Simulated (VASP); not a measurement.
# Al (P6_3/mmc) in VASP: a series of runs

Al is run at these levels: BLYP; tasks: single point.

Program: VASP 6.6.1. These are calculated values, not measurements. Logs are shortened: lines on timing, memory, paths and dates and some standing lists are left out, and cuts for length are marked.

**1. The cell of the first run**

It takes space group P6_3/mmc (No. 194, hexagonal). The conventional cell has a = 2.762 Å, b = 2.762 Å, c = 9.327 Å, α = 90.00°, β = 90.00°, γ = 120.00°. Al (site symmetry -3m) has 12 Al at 2.76 to 2.82 Å within 3.6 Å. Al (site symmetry -6m2) has 12 Al at 2.76 to 2.82 Å within 3.6 Å.

This isn't the form of Al at room conditions, which is fcc.

**2. Single point, BLYP (15.41 Å³/atom)**

INCAR

```
PREC = Accurate
ENCUT = 520
EDIFF = 1E-6
ISMEAR = -1
SIGMA = 0.1
LREAL = False
LASPH = True
NELM = 100
ALGO = Normal
ISIF = 2
LWAVE = False
LCHARG = False
GGA = B5
ALDAX = 1.0
AGGAX = 1.0
AGGAC = 1.0
ALDAC = 0.0
NBANDS = 14
```

KPOINTS

```
Automatic mesh
0
Gamma
  14 14 4
```

POSCAR

```
Al
1.0
    2.7622802262      0.0000000000      0.0000000000
   -1.3811401131      2.3922048483      0.0000000000
    0.0000000000      0.0000000000      9.3270812185
Al
4
Direct
    0.0000000000      1.0000000000      1.0000000000
    0.0000000000      1.0000000000      0.5000000000
    0.3333333333      0.6666666667      0.2500000000
    0.6666666667      0.3333333333      0.7500000000
```

Potentials or basis: VASP PAW PBE potentials, release 64 (Al).

Command:

```console
$ cat potpaw_PBE.64/Al/POTCAR > POTCAR
$ mpirun -np 1 vasp_std > vasp.out
```

OUTCAR:

```text
PREC = Accurate
   ENCUT = 520
   EDIFF = 1E-6
   ISMEAR = -1
   LREAL = False
   LASPH = True
   NELM = 100
   ISIF = 2
   GGA = B5

 ion  position               nearest neighbor table
   1  0.000  0.000  0.000-   3 2.82   4 2.82   4 2.82   3 2.82   4 2.82   3 2.82
   2  0.000  0.000  0.500-   3 2.82   4 2.82   4 2.82   3 2.82   4 2.82   3 2.82
   3  0.333  0.667  0.250-   1 2.82   2 2.82   1 2.82   2 2.82   1 2.82   2 2.82
   4  0.667  0.333  0.750-   1 2.82   2 2.82   1 2.82   2 2.82   1 2.82   2 2.82

  LATTYP: Found a hexagonal cell.
 ALAT       =     2.7622802262
 C/A-ratio  =     3.3765876214

  Lattice vectors:

 A1 = (   2.7622802262,   0.0000000000,   0.0000000000)
 A2 = (  -1.3811401131,   2.3922048483,   0.0000000000)
 A3 = (   0.0000000000,   0.0000000000,   9.3270812185)

Analysis of symmetry for initial positions (statically):
=====================================================================
 Subroutine PRICEL returns:
 Original cell was already a primitive cell.

 Routine SETGRP: Setting up the symmetry group for a
 hexagonal supercell.

 Subroutine GETGRP returns: Found 24 space group operations
 (whereof 12 operations were pure point group operations)
 out of a pool of 24 trial point group operations.

The static configuration has the point symmetry D_3d.
 The point group associated with its full space group is D_6h.

Analysis of symmetry for dynamics (positions and initial velocities):
=====================================================================
 Subroutine PRICEL returns:
 Original cell was already a primitive cell.

 Routine SETGRP: Setting up the symmetry group for a
 hexagonal supercell.

 Subroutine GETGRP returns: Found 24 space group operations
 (whereof 12 operations were pure point group operations)
 out of a pool of 24 trial point group operations.

The dynamic configuration has the point symmetry D_3d.
 The point group associated with its full space group is D_6h.

 Subroutine INISYM returns: Found 24 space group operations
 (whereof 12 operations are pure point group operations),
 and found     1 'primitive' translations

----------------------------------------------------------------------------------------

                                     Primitive cell

  volume of cell :      61.6328

  direct lattice vectors                    reciprocal lattice vectors
     2.762280226  0.000000000  0.000000000     0.362019751  0.209012201  0.000000000
    -1.381140113  2.392204848  0.000000000     0.000000000  0.418024402  0.000000000
     0.000000000  0.000000000  9.327081219     0.000000000  0.000000000  0.107214677

  length of vectors
[... 103 lines left out ...]
   IALGO  =     38    algorithm
   IMIX   =      4    mixing-type and parameters
     AMIX     =   0.40;   BMIX     =  1.00
     AMIX_MAG =   1.60;   BMIX_MAG =  1.00
  volume/ion in A,a.u.               =      15.41       103.98
  Fermi-wavevector in a.u.,A,eV,Ry     =   0.948851  1.793068 12.249570  0.900318
  Thomas-Fermi vector in A             =   2.077078
   LORBIT       =      0    0 simple, 1 ext, 2 COOP (PROOUT), +10 PAW based schemes
   GGA     = B5    functional components
   LHFCALC =     F    Hartree Fock is set to
   AEXX    =    0.0000 exact exchange contribution
   IVDW    =     0    specifies the selected vdW correction
   LEPSILON=     F    determine dielectric tensor
   LRPA    =     F    only Hartree local field effects (RPA)
 non-spin polarized calculation
  energy-cutoff  :      520.00
  volume of cell :       61.63
 maximum number of plane-waves:      1681
 NGX is ok and might be reduce to    24
   NGX = 11   NGY = 11   NGZ = 35

 number of electron      12.0000000 magnetization

 Free energy of the ion-electron system (eV)
  ---------------------------------------------------
  ext. energy  EPLUGINS =         0.00000000
  ---------------------------------------------------
  free energy    TOTEN  =       -10.55981225 eV

  energy without entropy =      -10.51066378  energy(sigma->0) =      -10.53523801

 E-fermi :   9.2344     XC(G=0):  -9.9249

 val. band max:        9.1957181584   @ k =   0.2857   0.2143   0.0000
 cond. band min:       9.2454015741   @ k =   0.1429   0.1429   0.5000
 fundamental gap:      0.0496834157
 Fermi energy:         9.2344405984

 k-point     1 :       0.0000    0.0000    0.0000
  band No.  band energies     occupation
      1      -2.3858      2.00000
      2      -0.7021      2.00000
      3      -0.6939      2.00000
      4       4.2447      2.00000
      5       4.2508      2.00000
      6      12.1373      0.00000
      7      12.1566      0.00000
      8      20.8598      0.00000
      9      20.8598      0.00000
     10      20.9655      0.00000
     11      20.9655      0.00000
     12      21.2881      0.00000
     13      21.8581      0.00000
     14      21.9258      0.00000
[... 377 lines left out ...]
      1       5.3621      2.00000
      2       5.4308      2.00000
      3       6.5473      2.00000
      4       6.6566      2.00000
      5       7.0870      2.00000
      6       7.2230      2.00000
      7       7.4274      2.00000
      8       8.8171      1.96967
      9       8.9873      1.84429
     10      11.4434      0.00000
     11      12.0683      0.00000
     12      12.0942      0.00000
     13      12.4830      0.00000
     14      13.5726      0.00000

 [... further k-points ...]

------------------------ aborting loop because EDIFF is reached ----------------------------------------

  FORCE on cell =-STRESS in cart. coord.  units (eV):
  Direction    XX          YY          ZZ          XY          YZ          ZX
  --------------------------------------------------------------------------------------
  -------------------------------------------------------------------------------------
  Total        3.9712468      3.9712468      3.6483569      0.0000000      0.0000000      0.0000000
  in kB      103.2346775    103.2346775     94.8409818      0.0000000      0.0000000      0.0000000
  external PRESSURE =     100.4367790 kB  Pullay stress =       0.0000000 kB

 VOLUME and BASIS-vectors are now :
 -----------------------------------------------------------------------------
  energy-cutoff  :      520.00
  volume of cell :       61.63
      direct lattice vectors                 reciprocal lattice vectors
     2.762280226  0.000000000  0.000000000     0.362019751  0.209012201  0.000000000
    -1.381140113  2.392204848  0.000000000     0.000000000  0.418024402  0.000000000
     0.000000000  0.000000000  9.327081219     0.000000000  0.000000000  0.107214677

 POSITION                                       TOTAL-FORCE (eV/Angst)
 -----------------------------------------------------------------------------------
      0.00000      0.00000      0.00000         0.000000      0.000000      0.000000
      0.00000      0.00000      4.66354         0.000000      0.000000      0.000000
     -0.00000      1.59480      2.33177        -0.000000      0.000000     -0.000000
      1.38114      0.79740      6.99531         0.000000     -0.000000      0.000000
 -----------------------------------------------------------------------------------
    total drift:                               -0.000000      0.000000      0.000000

  FREE ENERGIE OF THE ION-ELECTRON SYSTEM (eV)
  ---------------------------------------------------
  free  energy   TOTEN  =       -10.5598122524 eV

  energy  without entropy=      -10.5106637772  energy(sigma->0) =      -10.53523801
```

Wall time 69 s (1 thread of Intel Xeon 8259CL, shared host); peak memory 0.2 GiB.

What came out:

* Free energy: -10.5598 eV
* Pressure: 10.0 GPa
* Band gap on the k mesh: zero (bands 6 and 7 overlap by 5.33 eV)

Caveat: the cell stands under pressure; the PAW data sets were made with another functional, which shifts forces and pressure a little.

(Part 1 of 2 ends here.)
